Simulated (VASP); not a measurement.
# BeNi3C (Pm-3m) in VASP: notebook

BeNi3C is run at these levels: PBE; tasks: single point, relaxation of cell and atoms.

All numbers are computed with VASP 6.6.1; they aren't measurements. Logs are shortened: lines on timing, memory, paths and dates and some standing lists are left out, and cuts for length are marked.

## 1. The cell of the first run

It takes space group Pm-3m (No. 221, cubic). The conventional cell has a = 3.695 Å, b = 3.695 Å, c = 3.695 Å, α = 90.00°, β = 90.00°, γ = 90.00°. Be (site symmetry m-3m) has 12 Ni at 2.61 Å and 8 C at 3.20 Å within 3.4 Å. Within 2.5 Å of Ni (site symmetry 4/mmm) lie 2 C at 1.85 Å. C (site symmetry m-3m) has 6 Ni at 1.85 Å within 2.5 Å.

## 2. Single point, PBE

INCAR reads:

```
SYSTEM = BeNi3C
PREC = Accurate ; ENCUT = 520
EDIFF = 1E-7 ; ISMEAR = 0
SIGMA = 0.1 ; LREAL = .False.
LASPH = .True. ; NELM = 60
ALGO = Normal ; ISIF = 2
LWAVE = .False. ; LCHARG = .True.
GGA = PE ; LELF = .True.
LVHAR = .True. ; NBANDS = 26
```

KPOINTS reads:

```
regular mesh
0
Gamma
  6 6 6
  0 0 0
```

POSCAR reads:

```
BeNi3C
1.0
    3.6952396269      0.0000000000      0.0000000000
    0.0000000000      3.6952396269      0.0000000000
    0.0000000000      0.0000000000      3.6952396269
Be Ni C
1 3 1
Direct
    0.0000000000      0.0000000000      0.0000000000
    0.0000000000      0.5000000000      0.5000000000
    0.5000000000      0.0000000000      0.5000000000
    0.5000000000      0.5000000000      0.0000000000
    0.5000000000      0.5000000000      0.5000000000
```

Potentials or basis: VASP PAW PBE potentials, release 64 (Be, Ni, C).

Launch:

```bash
$ cat potpaw_PBE.64/Be/POTCAR potpaw_PBE.64/Ni/POTCAR potpaw_PBE.64/C/POTCAR > POTCAR
$ mpirun -np 1 vasp_std > vasp.out
```

OUTCAR:

```text
SYSTEM = BeNi3C
   PREC = Accurate
   ENCUT = 520
   EDIFF = 1E-7
   ISMEAR = 0
   LREAL = .False.
   LASPH = .True.
   NELM = 60
   ISIF = 2
   GGA = PE

 ion  position               nearest neighbor table
   1  0.000  0.000  0.000-   2 2.61   3 2.61   4 2.61   2 2.61   3 2.61   2 2.61   4 2.61   2 2.61
                             3 2.61   4 2.61   3 2.61   4 2.61
   2  0.000  0.500  0.500-   5 1.85   5 1.85   4 2.61   1 2.61   1 2.61   4 2.61   1 2.61   3 2.61
                             1 2.61   3 2.61   4 2.61   3 2.61   4 2.61   3 2.61
   3  0.500  0.000  0.500-   5 1.85   5 1.85   4 2.61   1 2.61   1 2.61   4 2.61   2 2.61   4 2.61
                             2 2.61   4 2.61   1 2.61   2 2.61   1 2.61   2 2.61
   4  0.500  0.500  0.000-   5 1.85   5 1.85   3 2.61   1 2.61   2 2.61   3 2.61   2 2.61   1 2.61
                             3 2.61   3 2.61   1 2.61   2 2.61   2 2.61   1 2.61
   5  0.500  0.500  0.500-   2 1.85   3 1.85   4 1.85   4 1.85   3 1.85   2 1.85

  LATTYP: Found a simple cubic cell.
 ALAT       =     3.6952396269

  Lattice vectors:

 A1 = (   3.6952396269,   0.0000000000,   0.0000000000)
 A2 = (   0.0000000000,   3.6952396269,   0.0000000000)
 A3 = (   0.0000000000,   0.0000000000,   3.6952396269)

Analysis of symmetry for initial positions (statically):
=====================================================================
 Subroutine PRICEL returns:
 Original cell was already a primitive cell.

 Routine SETGRP: Setting up the symmetry group for a
 simple cubic supercell.

 Subroutine GETGRP returns: Found 48 space group operations
[... 9 lines left out ...]

 Routine SETGRP: Setting up the symmetry group for a
 simple cubic supercell.

 Subroutine GETGRP returns: Found 48 space group operations
[... 11 lines left out ...]
                                     Primitive cell

  volume of cell :      50.4577

  direct lattice vectors                    reciprocal lattice vectors
     3.695239627  0.000000000  0.000000000     0.270618445  0.000000000  0.000000000
     0.000000000  3.695239627  0.000000000     0.000000000  0.270618445  0.000000000
     0.000000000  0.000000000  3.695239627     0.000000000  0.000000000  0.270618445

  length of vectors
     3.695239627  3.695239627  3.695239627     0.270618445  0.270618445  0.270618445

  position of ions in fractional coordinates (direct lattice)
     0.000000000  0.000000000  0.000000000
     0.000000000  0.500000000  0.500000000
     0.500000000  0.000000000  0.500000000
     0.500000000  0.500000000  0.000000000
     0.500000000  0.500000000  0.500000000

  ion indices of the primitive-cell ions
   primitive index   ion index
                 1           1
                 2           2
                 3           3
                 4           4
                 5           5

----------------------------------------------------------------------------------------

 KPOINTS: regular mesh

Automatic generation of k-mesh.
 Grid dimensions read from file:
 generate k-points for:    6    6    6

 Generating k-lattice:

  Cartesian coordinates                     Fractional coordinates (reciprocal lattice)
     0.045103074  0.000000000  0.000000000     0.166666667  0.000000000  0.000000000
     0.000000000  0.045103074  0.000000000     0.000000000  0.166666667  0.000000000
     0.000000000  0.000000000  0.045103074     0.000000000  0.000000000  0.166666667

  Length of vectors
     0.045103074  0.045103074  0.045103074

  Shift w.r.t. Gamma in fractional coordinates (k-lattice)
     0.000000000  0.000000000  0.000000000

 Subroutine IBZKPT returns following result:
 ===========================================

 Found     20 irreducible k-points:

 Following reciprocal coordinates:
            Coordinates               Weight
  0.000000  0.000000  0.000000      1.000000
  0.166667  0.000000  0.000000      6.000000
  0.333333  0.000000  0.000000      6.000000
  0.500000  0.000000  0.000000      3.000000
  0.166667  0.166667  0.000000     12.000000
  0.333333  0.166667  0.000000     24.000000
[... 12 lines left out ...]
  0.500000  0.500000  0.333333      6.000000
  0.500000  0.500000  0.500000      1.000000
   k-points           NKPTS =     20   k-points in BZ     NKDIM =     20   number of bands    NBANDS=     26
   number of dos      NEDOS =    301   number of ions     NIONS =      5
   total plane-waves  NPLWV =  21952
   dimension x,y,z NGX =    28 NGY =   28 NGZ =   28
   dimension x,y,z NGXF=    56 NGYF=   56 NGZF=   56
   ions per type =               1   3   1
   NGX,Y,Z   is equivalent  to a cutoff of  12.60, 12.60, 12.60 a.u.
   NGXF,Y,Z  is equivalent  to a cutoff of  25.19, 25.19, 25.19 a.u.
 SYSTEM =  BeNi3C
   PREC   = accura    normal or accurate (medium, high low for compatibility)
   ISTART =      0    job   : 0-new  1-cont  2-samecut
   ICHARG =      2    charge: 1-file 2-atom 10-const
   ISPIN  =      1    spin polarized calculation?
   LNONCOLLINEAR =      F non collinear calculations
   LSORBIT =      F    spin-orbit coupling
   LASPH  =      T    aspherical Exc in radial PAW
   ENCUT  =  520.0 eV  38.22 Ry    6.18 a.u.   6.87  6.87  6.87*2*pi/ulx,y,z
   NELM   =     60;   NELMIN=  2; NELMDL= -5     # of ELM steps
   EDIFF  = 0.1E-06   stopping-criterion for ELM
   LREAL  =      F    real-space projection
   EDIFFG = 0.1E-05   stopping-criterion for IOM
   NSW    =      0    number of steps for IOM
   IBRION =     -1    ionic relax: 0-MD 1-quasi-New 2-CG
   NFREE  =      0    steps in history (QN), initial steepest desc. (CG)
   ISIF   =      2    stress and relaxation
   ISYM   =      2    0-nonsym 1-usesym 2-fastsym
   POTIM  = 0.5000    time-step for ionic-motion
   TEBEG  =    0.0;   TEEND  =   0.0 temperature during run
   PSTRESS=    0.0 pullay stress
   NELECT =      36.0000    total number of electrons
   NUPDOWN=      -1.0000    fix difference up-down
   EMIN   =  10.00;   EMAX   =-10.00  energy-range for DOS
   EFERMI =   0.00;   METHOD = LEGACY
   ISMEAR =     0;   SIGMA  =   0.10  broadening in eV -4-tet -1-fermi 0-gaus
   EFERMI_NEDOS =   21; number of points for ismear=-14 and -15
   IALGO  =     38    algorithm
   IMIX   =      4    mixing-type and parameters
     AMIX     =   0.40;   BMIX     =  1.00
     AMIX_MAG =   1.60;   BMIX_MAG =  1.00
  volume/ion in A,a.u.               =      10.09        68.10
  Fermi-wavevector in a.u.,A,eV,Ry     =   1.462850  2.764385 29.115507  2.139929
  Thomas-Fermi vector in A             =   2.579014
   LORBIT       =      0    0 simple, 1 ext, 2 COOP (PROOUT), +10 PAW based schemes
   GGA     = PE    functional components
   LHFCALC =     F    Hartree Fock is set to
   AEXX    =    0.0000 exact exchange contribution
   IVDW    =     0    specifies the selected vdW correction
   LEPSILON=     F    determine dielectric tensor
   LRPA    =     F    only Hartree local field effects (RPA)
 non-spin polarized calculation
 Gauss-broadening in eV      SIGMA  =   0.10
  energy-cutoff  :      520.00
  volume of cell :       50.46
 maximum number of plane-waves:      1388
 NGX is ok and might be reduce to    28
   NGX = 13   NGY = 13   NGZ = 13

 number of electron      35.9999945 magnetization

 Free energy of the ion-electron system (eV)
  ---------------------------------------------------
  ext. energy  EPLUGINS =         0.00000000
  ---------------------------------------------------
  free energy    TOTEN  =       -29.18622257 eV

  energy without entropy =      -29.16069285  energy(sigma->0) =      -29.17345771

 E-fermi :   8.1041     XC(G=0): -12.2566

 val. band max:        8.0716585246   @ k =   0.3333   0.0000   0.0000
 cond. band min:       8.2458245781   @ k =   0.3333   0.3333   0.3333
 fundamental gap:      0.1741660535
 Fermi energy:         8.1041200296

 k-point     1 :       0.0000    0.0000    0.0000
  band No.  band energies     occupation
      1      -5.9699      2.00000
      2       1.3620      2.00000
      3       4.4922      2.00000
      4       4.4922      2.00000
      5       4.4922      2.00000
      6       4.4952      2.00000
[... 18 lines left out ...]
     25      14.3215      0.00000
     26      20.8955      0.00000

 k-point     2 :       0.1667    0.0000    0.0000
  band No.  band energies     occupation
      1      -5.7873      2.00000
      2       1.4517      2.00000
      3       3.4432      2.00000
      4       3.9908      2.00000
      5       3.9908      2.00000
      6       4.5350      2.00000
[... 18 lines left out ...]
     25      15.5951      0.00000
     26      19.7897      0.00000

 k-point     3 :       0.3333    0.0000    0.0000
  band No.  band energies     occupation
      1      -5.3600      2.00000
      2       1.0798      2.00000
      3       2.8563      2.00000
      4       3.5965      2.00000
      5       3.5965      2.00000
      6       4.4743      2.00000
[... 18 lines left out ...]
     25      17.6780      0.00000
     26      18.2314      0.00000

 k-point     4 :       0.5000    0.0000    0.0000
  band No.  band energies     occupation
      1      -5.1004      2.00000
      2       0.5556      2.00000
      3       3.4516      2.00000
      4       3.4516      2.00000
      5       3.5372      2.00000
      6       3.6114      2.00000
[... 18 lines left out ...]
     25      16.5296      0.00000
     26      18.0173      0.00000

 k-point     5 :       0.1667    0.1667    0.0000
  band No.  band energies     occupation
      1      -5.6043      2.00000
      2       1.5620      2.00000
      3       3.0063      2.00000
      4       3.4963      2.00000
      5       3.7059      2.00000
      6       4.7002      2.00000
[... 18 lines left out ...]
     25      16.2317      0.00000
     26      17.7773      0.00000

 k-point     6 :       0.3333    0.1667    0.0000
  band No.  band energies     occupation
      1      -5.1748      2.00000
      2       1.1730      2.00000
      3       2.5184      2.00000
      4       3.2526      2.00000
      5       3.3576      2.00000
      6       4.5453      2.00000
[... 311 lines left out ...]
 k-point    17 :       0.3333    0.3333    0.3333
  band No.  band energies     occupation
      1      -4.0952      2.00000
      2       1.2722      2.00000
      3       1.2722      2.00000
      4       1.4192      2.00000
      5       3.5649      2.00000
      6       4.7715      2.00000
[... 18 lines left out ...]
     25      17.5261      0.00000
     26      17.5261      0.00000

 k-point    18 :       0.5000    0.3333    0.3333
  band No.  band energies     occupation
      1      -3.8088      2.00000
      2       0.7319      2.00000
      3       1.2296      2.00000
      4       1.3795      2.00000
      5       3.7023      2.00000
      6       4.9423      2.00000
[... 18 lines left out ...]
     25      17.8129      0.00000
     26      17.9428      0.00000

 k-point    19 :       0.5000    0.5000    0.3333
  band No.  band energies     occupation
      1      -3.5094      2.00000
      2       0.7217      2.00000
      3       0.7217      2.00000
      4       1.2694      2.00000
      5       3.7286      2.00000
      6       5.2528      2.00000
[... 18 lines left out ...]
     25      18.4326      0.00000
     26      18.4326      0.00000

 k-point    20 :       0.5000    0.5000    0.5000
  band No.  band energies     occupation
      1      -3.1924      2.00000
      2       0.6943      2.00000
      3       0.6943      2.00000
      4       0.6943      2.00000
      5       3.6944      2.00000
      6       5.6341      2.00000
[... 18 lines left out ...]
     25      19.0245      0.00000
     26      19.0245      0.00000

------------------------ aborting loop because EDIFF is reached ----------------------------------------

  FORCE on cell =-STRESS in cart. coord.  units (eV):
  Direction    XX          YY          ZZ          XY          YZ          ZX
  --------------------------------------------------------------------------------------
  -------------------------------------------------------------------------------------
  Total        0.1018410      0.1018410      0.1018410     -0.0000000     -0.0000000     -0.0000000
  in kB        3.2337436      3.2337436      3.2337436     -0.0000000     -0.0000000     -0.0000000
  external PRESSURE =       3.2337436 kB  Pullay stress =       0.0000000 kB

 VOLUME and BASIS-vectors are now :
 -----------------------------------------------------------------------------
  energy-cutoff  :      520.00
  volume of cell :       50.46
      direct lattice vectors                 reciprocal lattice vectors
     3.695239627  0.000000000  0.000000000     0.270618445  0.000000000  0.000000000
     0.000000000  3.695239627  0.000000000     0.000000000  0.270618445  0.000000000
     0.000000000  0.000000000  3.695239627     0.000000000  0.000000000  0.270618445

 POSITION                                       TOTAL-FORCE (eV/Angst)
 -----------------------------------------------------------------------------------
      0.00000      0.00000      0.00000         0.000000      0.000000      0.000000
      0.00000      1.84762      1.84762         0.000000      0.000000      0.000000
      1.84762      0.00000      1.84762         0.000000      0.000000      0.000000
      1.84762      1.84762      0.00000         0.000000      0.000000      0.000000
      1.84762      1.84762      1.84762         0.000000      0.000000      0.000000
 -----------------------------------------------------------------------------------
    total drift:                                0.000000      0.000000      0.000000

  FREE ENERGIE OF THE ION-ELECTRON SYSTEM (eV)
  ---------------------------------------------------
  free  energy   TOTEN  =       -29.1862225662 eV

  energy  without entropy=      -29.1606928547  energy(sigma->0) =      -29.17345771
```

Run time: 55 s. Hardware: 1 thread of AMD EPYC 7R13 (Zen 3), shared host; peak memory 0.14 GiB.

What came out:

```
Free energy            : -29.1862 eV
Pressure               : 0.3 GPa
Band gap on the k mesh : zero (band 18 reaches 8.36 eV, above the bottom of band 19 at 7.44 eV)
```

Levels at points of the mesh, in eV from the Fermi level:
| k point | band 16 | band 17 | band 18 | band 19 | band 20 | band 21 |
| --- | --- | --- | --- | --- | --- | --- |
| (0.00, 0.00, 0.00) | -0.76 | -0.76 | -0.76 | -0.42 | 3.21 | 3.57 |
| (0.50, 0.00, 0.00) | -0.99 | -0.75 | 0.26 | 0.26 | 3.28 | 3.59 |
| (0.50, 0.50, 0.00) | -0.99 | -0.36 | -0.09 | -0.09 | 1.47 | 5.12 |
| (0.50, 0.50, 0.50) | -1.04 | -0.67 | -0.67 | -0.67 | 1.62 | 1.62 |

Spin polarisation is off, so any magnetic state and its effect on volume and gap are missing.

## 3. Relaxation of cell and atoms, PBE

This run uses another cell than the first one, of 8.40 Å³/atom, 0.833 times its volume.

INCAR reads:

```
PREC = Accurate
ENCUT = 600
EDIFF = 1E-6
ISMEAR = 0
SIGMA = 0.1
LREAL = F
LASPH = T
NELM = 80
ALGO = Normal
ISIF = 3
LWAVE = F
LCHARG = F
GGA = PE
IBRION = 2
NSW = 90
EDIFFG = -0.04
```

KPOINTS reads:

```
regular mesh
0
Gamma
  6 6 6
```

Changes to POSCAR since step 2:

```diff
@@ -2,5 +2,5 @@
 1.0
-    3.6952396269      0.0000000000      0.0000000000
-    0.0000000000      3.6952396269      0.0000000000
-    0.0000000000      0.0000000000      3.6952396269
+    3.4767020045      0.0000000000      0.0000000000
+    0.0000000000      3.4767020045      0.0000000000
+    0.0000000000      0.0000000000      3.4767020045
 Be Ni C
```

Potentials or basis: VASP PAW PBE potentials, release 64 (Be, Ni, C).

Launch:

```bash
$ cat potpaw_PBE.64/Be/POTCAR potpaw_PBE.64/Ni/POTCAR potpaw_PBE.64/C/POTCAR > POTCAR
$ mpirun -np 1 vasp_std > vasp.out
```

It took 2.4 min on 1 thread of AMD EPYC 7R13 (Zen 3), shared host; peak memory 0.14 GiB.

Results (log left out):

* Free energy: -29.1819 eV
* Relaxed volume: 10.12 Å³/atom
* Relaxed cell: a = 3.699 Å, b = 3.699 Å, c = 3.699 Å, α = 90.00°, β = 90.00°, γ = 90.00°
* Space group after relaxing (to 0.05 Å): Pm-3m (No. 221)
* Energy gained by relaxing: 250.6 meV/atom
* Ionic steps: 4
* Pressure after relaxing: -0.3 GPa
* Band gap on the k mesh: zero (band 18 reaches 8.33 eV, above the bottom of band 19 at 7.40 eV)

Step by step:
| step | energy change (eV) | largest force (eV/Å) | pressure (GPa) | volume (Å³) |
| --- | --- | --- | --- | --- |
| 1 | 0.0000 | 0.0000 | 55.73 | 42.02 |
| 2 | -0.0510 | 0.0000 | -26.75 | 62.43 |
| 3 | -1.2518 | 0.0000 | -1.33 | 50.87 |
| 4 | -1.2531 | 0.0000 | -0.27 | 50.60 |

Final structure:
```
Be Ni C
1.0
     3.69876    0.00000    0.00000
     0.00000    3.69876    0.00000
     0.00000    0.00000    3.69876
Be Ni C
1 3 1
Direct
  0.00000 0.00000 0.00000
  0.00000 0.50000 0.50000
  0.50000 0.00000 0.50000
  0.50000 0.50000 0.00000
  0.50000 0.50000 0.50000
```

Levels at points of the mesh, in eV from the Fermi level:
| k point | band 16 | band 17 | band 18 | band 19 | band 20 | band 21 |
| --- | --- | --- | --- | --- | --- | --- |
| (0.00, 0.00, 0.00) | -0.75 | -0.75 | -0.75 | -0.42 | 3.19 | 3.57 |
| (0.50, 0.00, 0.00) | -0.99 | -0.75 | 0.26 | 0.26 | 3.27 | 3.58 |
| (0.50, 0.50, 0.00) | -0.99 | -0.35 | -0.09 | -0.09 | 1.46 | 5.10 |
| (0.50, 0.50, 0.50) | -1.04 | -0.66 | -0.66 | -0.66 | 1.61 | 1.61 |

Caveat: the volume moved by over 15 % at a fixed basis, so the end points are rough. Spin polarisation is off, so any magnetic state and its effect on volume and gap are missing.
